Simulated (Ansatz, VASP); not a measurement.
# One calculation of Au, two programs

```
Au
1.0
     2.40661    0.00000    0.00000
    -1.20330    2.08418    0.00000
     0.00000    0.00000    3.97043
Au
2
Direct
  0.33333 0.66667 0.25000
  0.66667 0.33333 0.75000
```

Change from the starting cell: volume scaled by 0.6, LAPW.

Alike in both runs: task single point; functional LDA; k mesh 15 × 15 × 8; occupations fermi-dirac, width 0.08 eV; no spin polarisation.

|  | VASP | Ansatz |
| --- | --- | --- |
| version | VASP 6.6.1 | Ansatz 0.2.0 |
| potentials or method | VASP PAW LDA potentials, release 64 (Au), cutoff 500 eV | all-electron LAPW, scalar-relativistic |

|  | VASP | Ansatz | Ansatz less VASP |
| --- | --- | --- | --- |
| pressure (GPa) | 403.0 | 394.8 | -8.24 |
| traceless stress, the component that is largest in VASP (GPa) | 0.14 | -0.05 | -0.193 |

LDA's correlation is that of Perdew and Zunger in VASP and of Perdew and Wang (1992) in Ansatz. Both programs put the cell under a high pressure, so it lies far from rest at this level. Ansatz ran all-electron here, and VASP with PAW potentials.

Spin-orbit coupling is off throughout. Noted on VASP's run: the cell as given lies far from equilibrium.
